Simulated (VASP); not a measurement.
# Pb2O (Pn-3m) in VASP: further runs, part 2 of 2

VASP 6.6.1. The steps go on from the part before.

**4. Relaxation of cell and atoms, PBE**

This run uses another cell than the first one, of 25.95 Å³/atom, 0.944 times its volume.

File INCAR:

```
ALGO = Normal ; EDIFF = 1E-6
EDIFFG = -0.01 ; ENCUT = 600
GGA = PE ; IBRION = 2
ISIF = 3 ; ISMEAR = -1
LASPH = T ; LCHARG = F
LREAL = F ; LWAVE = F
NELM = 60 ; NSW = 80
PREC = Accurate ; SIGMA = 0.1
```

File KPOINTS:

```
k-points
0
Gamma
  6 6 6
```

File POSCAR:

```
Pb2O
1.0
    5.3800000000      0.0000000000      0.0000000000
    0.0000000000      5.3800000000      0.0000000000
    0.0000000000      0.0000000000      5.3800000000
Pb O
4 2
Direct
    0.2500000000      0.2500000000      0.2500000000
    0.7500000000      0.7500000000      0.2500000000
    0.2500000000      0.7500000000      0.7500000000
    0.7500000000      0.2500000000      0.7500000000
    0.0000000000      0.0000000000      0.0000000000
    0.5000000000      0.5000000000      0.5000000000
```

Potentials or basis: VASP PAW PBE potentials, release 64 (Pb_d, O).

Launch:

```console
$ cat potpaw_PBE.64/Pb_d/POTCAR potpaw_PBE.64/O/POTCAR > POTCAR
$ mpirun -np 1 vasp_std > vasp.out
```

OUTCAR:

```text
EDIFF = 1E-6
   EDIFFG = -0.01
   ENCUT = 600
   GGA = PE
   IBRION = 2
   ISIF = 3
   ISMEAR = -1
   LASPH = T
   LREAL = F
   NELM = 60
   NSW = 80
   PREC = Accurate

 ion  position               nearest neighbor table
   1  0.250  0.250  0.250-   5 2.33   6 2.33   4 3.80   2 3.80   3 3.80   3 3.80   4 3.80   2 3.80
                             3 3.80   3 3.80   2 3.80   4 3.80   4 3.80   2 3.80
   2  0.750  0.750  0.250-   5 2.33   6 2.33   4 3.80   1 3.80   3 3.80   3 3.80   4 3.80   1 3.80
                             4 3.80   4 3.80   1 3.80   3 3.80   3 3.80   1 3.80
   3  0.250  0.750  0.750-   5 2.33   6 2.33   4 3.80   1 3.80   2 3.80   1 3.80   2 3.80   1 3.80
                             4 3.80   1 3.80   2 3.80   4 3.80   2 3.80   4 3.80
   4  0.750  0.250  0.750-   5 2.33   6 2.33   3 3.80   1 3.80   2 3.80   1 3.80   2 3.80   2 3.80
                             3 3.80   2 3.80   1 3.80   3 3.80   1 3.80   3 3.80
   5  0.000  0.000  0.000-   1 2.33   2 2.33   3 2.33   4 2.33
   6  0.500  0.500  0.500-   1 2.33   2 2.33   3 2.33   4 2.33

  LATTYP: Found a simple cubic cell.
 ALAT       =     5.3800000000

  Lattice vectors:

 A1 = (   5.3800000000,   0.0000000000,   0.0000000000)
 A2 = (   0.0000000000,   5.3800000000,   0.0000000000)
 A3 = (   0.0000000000,   0.0000000000,   5.3800000000)

Analysis of symmetry for initial positions (statically):
=====================================================================
 Subroutine PRICEL returns:
 Original cell was already a primitive cell.

 Routine SETGRP: Setting up the symmetry group for a
 simple cubic supercell.

 Subroutine GETGRP returns: Found 48 space group operations
 (whereof 24 operations were pure point group operations)
 out of a pool of 48 trial point group operations.
[... 160 lines left out ...]

 number of electron      67.9999994 magnetization

 Free energy of the ion-electron system (eV)
  ---------------------------------------------------
  ext. energy  EPLUGINS =         0.00000000
  ---------------------------------------------------
  free energy    TOTEN  =       -26.54599433 eV

  energy without entropy =      -26.49039027  energy(sigma->0) =      -26.51819230

 E-fermi :   5.0217     XC(G=0):  -9.5273

 val. band max:        4.9981001864   @ k =   0.5000   0.3333   0.3333
 cond. band min:       5.0750898911   @ k =   0.5000   0.1667   0.1667
 fundamental gap:      0.0769897047
 Fermi energy:         5.0216865732

 k-point     1 :       0.0000    0.0000    0.0000
  band No.  band energies     occupation
      1     -13.5535      2.00000
      2     -12.3944      2.00000
      3     -11.4935      2.00000
      4     -11.4935      2.00000
      5     -11.4398      2.00000
      6     -11.4398      2.00000
[... 928 lines left out ...]
--------------------------------------- Ionic step        3  -------------------------------------------

 number of electron      68.0000006 magnetization

 Free energy of the ion-electron system (eV)
  ---------------------------------------------------
  ext. energy  EPLUGINS =         0.00000000
  ---------------------------------------------------
  free energy    TOTEN  =       -26.61840220 eV

  energy without entropy =      -26.55760038  energy(sigma->0) =      -26.58800129

 E-fermi :   4.5659     XC(G=0):  -9.2807

 val. band max:        4.5231717972   @ k =   0.5000   0.3333   0.3333
 cond. band min:       4.6106132655   @ k =   0.5000   0.1667   0.1667
 fundamental gap:      0.0874414683
 Fermi energy:         4.5658706802

 k-point     1 :       0.0000    0.0000    0.0000
  band No.  band energies     occupation
      1     -13.7217      2.00000
      2     -12.6152      2.00000
      3     -11.9940      2.00000
      4     -11.9940      2.00000
      5     -11.9490      2.00000
      6     -11.9490      2.00000
[... 882 lines left out ...]
  FREE ENERGIE OF THE ION-ELECTRON SYSTEM (eV)
  ---------------------------------------------------
  free  energy   TOTEN  =       -26.6184021977 eV

  energy  without entropy=      -26.5576003831  energy(sigma->0) =      -26.58800129

 reached required accuracy - stopping structural energy minimisation
```

It took 6.6 min on 1 thread of AMD EPYC 7R43 (Zen 3), shared host; peak memory 0.37 GiB.

Results:

```yaml
Free_energy: -26.6184 eV
Relaxed_volume: 27.36 Å³/atom
Relaxed_cell: a = 5.476 Å, b = 5.476 Å, c = 5.476 Å, α = 90.00°, β = 90.00°, γ = 90.00°
Space_group_after_relaxing_to_0.05_Å: Pn-3m (No. 224)
Energy_gained_by_relaxing: 12.1 meV/atom
Ionic_steps: 3
Pressure_after_relaxing: 0.0 GPa
Band_gap_on_the_k_mesh: zero (band 34 reaches 4.61 eV, above the bottom of band 35 at 3.78 eV)
```

The path:
```csv
step,energy change (eV),largest force (eV/Å),pressure (GPa),volume (Å³)
1,0.0000,0.0000,2.86,155.72
2,-0.0681,0.0000,-0.63,166.40
3,-0.0724,0.0000,0.01,164.18
```

Final structure:
```xyz
6
Lattice="5.4757 0.0000 0.0000 0.0000 5.4757 0.0000 0.0000 0.0000 5.4757" Properties=species:S:1:pos:R:3 pbc="T T T"
Pb    1.3689    1.3689    1.3689
Pb    4.1068    4.1068    1.3689
Pb    1.3689    4.1068    4.1068
Pb    4.1068    1.3689    4.1068
O     0.0000    0.0000    0.0000
O     2.7379    2.7379    2.7379
```

Caveat: spin-orbit coupling is left out, which moves the levels of the heavy elements.

**5. Relaxation of cell and atoms, PBEsol**

This run uses another cell than the first one, of 25.95 Å³/atom, 0.944 times its volume.

File INCAR:

```
SYSTEM = Pb2O
PREC = Accurate
ENCUT = 600
EDIFF = 1E-7
ISMEAR = -1
SIGMA = 0.1
LREAL = .FALSE.
LASPH = .TRUE.
NELM = 100
ALGO = Normal
ISIF = 3
LWAVE = .FALSE.
LCHARG = .FALSE.
GGA = PS
IBRION = 2
NSW = 80
EDIFFG = -0.01
```

File KPOINTS:

```
regular mesh
0
G
  6 6 6
  0 0 0
```

POSCAR is that of step 4.

Launch:

```console
$ cat potpaw_PBE.64/Pb_d/POTCAR potpaw_PBE.64/O/POTCAR > POTCAR
$ mpirun -np 1 vasp_std > vasp.out
```

It took 3.4 min on 1 thread of Intel Xeon Platinum 8259CL at 2.50GHz (Skylake/Cascade Lake), shared host; peak memory 0.38 GiB.

The run converged. Its results:

```yaml
Free_energy: -28.6873 eV
Pressure_after_relaxing: 0.0 GPa
Band_gap_on_the_k_mesh: zero (band 34 reaches 4.89 eV, above the bottom of band 35 at 4.00 eV)
```

Final structure:
```
Pb O
1.0
     5.38000    0.00000    0.00000
     0.00000    5.38000    0.00000
     0.00000    0.00000    5.38000
Pb O
4 2
Direct
  0.25000 0.25000 0.25000
  0.75000 0.75000 0.25000
  0.25000 0.75000 0.75000
  0.75000 0.25000 0.75000
  0.00000 0.00000 0.00000
  0.50000 0.50000 0.50000
```

Levels at points of the mesh, in eV from the Fermi level:
| k point | band 32 | band 33 | band 34 | band 35 | band 36 | band 37 |
| --- | --- | --- | --- | --- | --- | --- |
| (0.00, 0.00, 0.00) | -0.54 | -0.54 | -0.54 | 2.12 | 2.12 | 2.12 |
| (0.50, 0.00, 0.00) | -0.96 | -0.59 | -0.59 | 1.04 | 1.04 | 1.94 |
| (0.50, 0.50, 0.00) | -1.22 | -0.13 | -0.13 | 1.44 | 1.44 | 1.95 |
| (0.50, 0.50, 0.50) | -0.86 | -0.84 | -0.84 | -0.84 | 1.31 | 4.62 |

Caveat: the relaxation stopped at its first step, so nothing moved; the PAW data sets were made with another functional, which shifts forces and pressure a little; spin-orbit coupling is left out, which moves the levels of the heavy elements.

**6. Relaxation of cell and atoms, LDA**

This run uses another cell than the first one, of 25.95 Å³/atom, 0.944 times its volume.

Edit INCAR of step 5 so:

```diff
@@ -3,3 +3,3 @@
 ENCUT = 600
-EDIFF = 1E-7
+EDIFF = 1E-6
 ISMEAR = -1
@@ -13,3 +13,2 @@
 LCHARG = .FALSE.
-GGA = PS
 IBRION = 2
```

KPOINTS is that of step 5.

POSCAR is that of step 5.

Potentials or basis: VASP PAW LDA potentials, release 64 (Pb_d, O).

Launch:

```console
$ cat potpaw_LDA.64/Pb_d/POTCAR potpaw_LDA.64/O/POTCAR > POTCAR
$ mpirun -np 1 vasp_std > vasp.out
```

OUTCAR:

```text
SYSTEM = Pb2O
   PREC = Accurate
   ENCUT = 600
   EDIFF = 1E-6
   ISMEAR = -1
   LREAL = .FALSE.
   LASPH = .TRUE.
   NELM = 100
   ISIF = 3
   IBRION = 2
   NSW = 80
   EDIFFG = -0.01

 ion  position               nearest neighbor table
   1  0.250  0.250  0.250-   5 2.33   6 2.33   4 3.80   2 3.80   3 3.80   3 3.80   4 3.80   2 3.80
                             3 3.80   3 3.80   2 3.80   4 3.80   4 3.80   2 3.80
   2  0.750  0.750  0.250-   5 2.33   6 2.33   4 3.80   1 3.80   3 3.80   3 3.80   4 3.80   1 3.80
                             4 3.80   4 3.80   1 3.80   3 3.80   3 3.80   1 3.80
   3  0.250  0.750  0.750-   5 2.33   6 2.33   4 3.80   1 3.80   2 3.80   1 3.80   2 3.80   1 3.80
                             4 3.80   1 3.80   2 3.80   4 3.80   2 3.80   4 3.80
   4  0.750  0.250  0.750-   5 2.33   6 2.33   3 3.80   1 3.80   2 3.80   1 3.80   2 3.80   2 3.80
                             3 3.80   2 3.80   1 3.80   3 3.80   1 3.80   3 3.80
   5  0.000  0.000  0.000-   1 2.33   2 2.33   3 2.33   4 2.33
   6  0.500  0.500  0.500-   1 2.33   2 2.33   3 2.33   4 2.33

  LATTYP: Found a simple cubic cell.
 ALAT       =     5.3800000000

  Lattice vectors:

 A1 = (   5.3800000000,   0.0000000000,   0.0000000000)
 A2 = (   0.0000000000,   5.3800000000,   0.0000000000)
 A3 = (   0.0000000000,   0.0000000000,   5.3800000000)

Analysis of symmetry for initial positions (statically):
=====================================================================
 Subroutine PRICEL returns:
 Original cell was already a primitive cell.

 Routine SETGRP: Setting up the symmetry group for a
 simple cubic supercell.

[... 163 lines left out ...]

 number of electron      67.9999994 magnetization

 Free energy of the ion-electron system (eV)
  ---------------------------------------------------
  ext. energy  EPLUGINS =         0.00000000
  ---------------------------------------------------
  free energy    TOTEN  =       -30.60044234 eV

  energy without entropy =      -30.54430827  energy(sigma->0) =      -30.57237530

 E-fermi :   4.7154     XC(G=0):  -9.8780

 val. band max:        4.6946719717   @ k =   0.5000   0.3333   0.3333
 cond. band min:       4.7652741994   @ k =   0.5000   0.1667   0.1667
 fundamental gap:      0.0706022277
 Fermi energy:         4.7154185603

 k-point     1 :       0.0000    0.0000    0.0000
  band No.  band energies     occupation
      1     -13.6613      2.00000
      2     -12.3877      2.00000
      3     -11.7168      2.00000
      4     -11.7168      2.00000
      5     -11.6624      2.00000
      6     -11.6624      2.00000
[... 928 lines left out ...]
--------------------------------------- Ionic step        3  -------------------------------------------

 number of electron      67.9999992 magnetization

 Free energy of the ion-electron system (eV)
  ---------------------------------------------------
  ext. energy  EPLUGINS =         0.00000000
  ---------------------------------------------------
  free energy    TOTEN  =       -30.62719501 eV

  energy without entropy =      -30.57368189  energy(sigma->0) =      -30.60043845

 E-fermi :   4.9995     XC(G=0): -10.0241

 val. band max:        4.9920195980   @ k =   0.5000   0.3333   0.3333
 cond. band min:       5.0530166762   @ k =   0.5000   0.1667   0.1667
 fundamental gap:      0.0609970781
 Fermi energy:         4.9994962522

 k-point     1 :       0.0000    0.0000    0.0000
  band No.  band energies     occupation
      1     -13.5621      2.00000
      2     -12.2541      2.00000
      3     -11.4132      2.00000
      4     -11.4132      2.00000
      5     -11.3532      2.00000
      6     -11.3532      2.00000
[... 882 lines left out ...]
  FREE ENERGIE OF THE ION-ELECTRON SYSTEM (eV)
  ---------------------------------------------------
  free  energy   TOTEN  =       -30.6271950125 eV

  energy  without entropy=      -30.5736818862  energy(sigma->0) =      -30.60043845

 reached required accuracy - stopping structural energy minimisation
```

OSZICAR:

```text
N       E                     dE             d eps       ncg     rms          rms(c)
DAV:   1     0.893559509595E+03    0.89356E+03   -0.35636E+04  1600   0.218E+03
DAV:   2     0.985225956943E+02   -0.79504E+03   -0.77921E+03  1624   0.569E+02
DAV:   3    -0.277372657421E+02   -0.12626E+03   -0.12243E+03  2112   0.244E+02
[... 30 lines left out ...]
DAV:   4    -0.306271604816E+02    0.19245E-02   -0.14222E-02  1968   0.118E+00    0.661E-02
DAV:   5    -0.306271878348E+02   -0.27353E-04   -0.11646E-03  2224   0.232E-01    0.289E-02
DAV:   6    -0.306271935126E+02   -0.56778E-05   -0.10436E-04  2016   0.733E-02    0.921E-03
DAV:   7    -0.306271975227E+02   -0.40101E-05   -0.24334E-05  2376   0.487E-02    0.974E-03
DAV:   8    -0.306271949530E+02    0.25697E-05   -0.65260E-06  1944   0.136E-02    0.173E-03
DAV:   9    -0.306271950125E+02   -0.59548E-07   -0.10698E-06  1024   0.885E-03
   3 F= -.30627195E+02 E0= -.30600438E+02  d E =-.267527E-01
```

It took 5.9 min on 1 thread of Intel Xeon Platinum 8259CL at 2.50GHz (Skylake/Cascade Lake), shared host; peak memory 0.34 GiB.

Results:

- Free energy: -30.6272 eV
- Relaxed volume: 25.16 Å³/atom
- Relaxed cell: a = 5.324 Å, b = 5.324 Å, c = 5.324 Å, α = 90.00°, β = 90.00°, γ = 90.00°
- Space group after relaxing (to 0.05 Å): Pn-3m (No. 224)
- Energy gained by relaxing: 4.5 meV/atom
- Ionic steps: 3
- Pressure after relaxing: 0.0 GPa
- Band gap on the k mesh: zero (band 34 reaches 5.05 eV, above the bottom of band 35 at 4.17 eV)

The path:
```
step  energy change (eV)  largest force (eV/Å)  pressure (GPa)  volume (Å³)
   1              0.0000                0.0000           -1.75       155.72
   2             -0.0238                0.0000            0.62       149.41
   3             -0.0268                0.0000            0.00       150.95
```

Final structure:
```cif
data_structure
_symmetry_space_group_name_H-M 'P 1'
_symmetry_Int_Tables_number 1
_cell_length_a 5.3244
_cell_length_b 5.3244
_cell_length_c 5.3244
_cell_angle_alpha 90.000
_cell_angle_beta 90.000
_cell_angle_gamma 90.000
_cell_volume 150.95
loop_
_atom_site_label
_atom_site_type_symbol
_atom_site_fract_x
_atom_site_fract_y
_atom_site_fract_z
_atom_site_occupancy
Pb1 Pb 0.25000 0.25000 0.25000 1
Pb2 Pb 0.75000 0.75000 0.25000 1
Pb3 Pb 0.25000 0.75000 0.75000 1
Pb4 Pb 0.75000 0.25000 0.75000 1
O1 O 0.00000 0.00000 0.00000 1
O2 O 0.50000 0.50000 0.50000 1
```

Levels at points of the mesh, in eV from the Fermi level:
```tsv
k point	band 31	band 32	band 33	band 34	band 35	band 36	band 37	band 38
(0.00, 0.00, 0.00)	-2.13	-0.49	-0.49	-0.49	2.15	2.15	2.15	2.78
(0.50, 0.00, 0.00)	-0.94	-0.94	-0.62	-0.62	1.11	1.11	1.97	1.97
(0.50, 0.50, 0.00)	-1.21	-1.21	-0.14	-0.14	1.52	1.52	1.99	1.99
(0.50, 0.50, 0.50)	-0.91	-0.91	-0.83	-0.83	-0.83	1.37	4.71	4.71
```

Caveat: spin-orbit coupling is left out, which moves the levels of the heavy elements. Zero-point motion and thermal expansion aren't in these numbers.

**7. Overview**

| task | level | potentials or basis | cell | cutoff (eV) | gap on the mesh (eV) | pressure (GPa) | relaxed volume (Å³/atom) |
| --- | --- | --- | --- | --- | --- | --- | --- |
| single point | r2SCAN | VASP PAW PBE potentials, release 64 (Pb_d, O) | a = 5.484 Å, 6 atoms | 520 | none | -1.8 | - |
| single point | r2SCAN | VASP PAW PBE potentials, release 64 (Pb_d, O) | a = 5.519 Å, 6 atoms | 520 | none | -2.7 | - |
| relaxation of cell and atoms | PBE | VASP PAW PBE potentials, release 64 (Pb_d, O) | relaxed from a = 5.380 Å, 6 atoms | 600 | none | 0.0 | 27.36 |
| relaxation of cell and atoms | PBEsol | VASP PAW PBE potentials, release 64 (Pb_d, O) | relaxed from a = 5.380 Å, 6 atoms | 600 | none | 0.0 | - |
| relaxation of cell and atoms | LDA | VASP PAW LDA potentials, release 64 (Pb_d, O) | relaxed from a = 5.380 Å, 6 atoms | 600 | none | 0.0 | 25.16 |

Alike in all rows: no spin polarisation; k mesh 6 × 6 × 6; smearing fermi-dirac 0.1 eV.

Caveats: spin-orbit coupling is left out, which moves the levels of the heavy elements; the PAW data sets were made with another functional, which shifts forces and pressure a little (some runs); the relaxation stopped at its first step, so nothing moved (some runs).

Absolute energies hang on the potentials; compare differences alone.
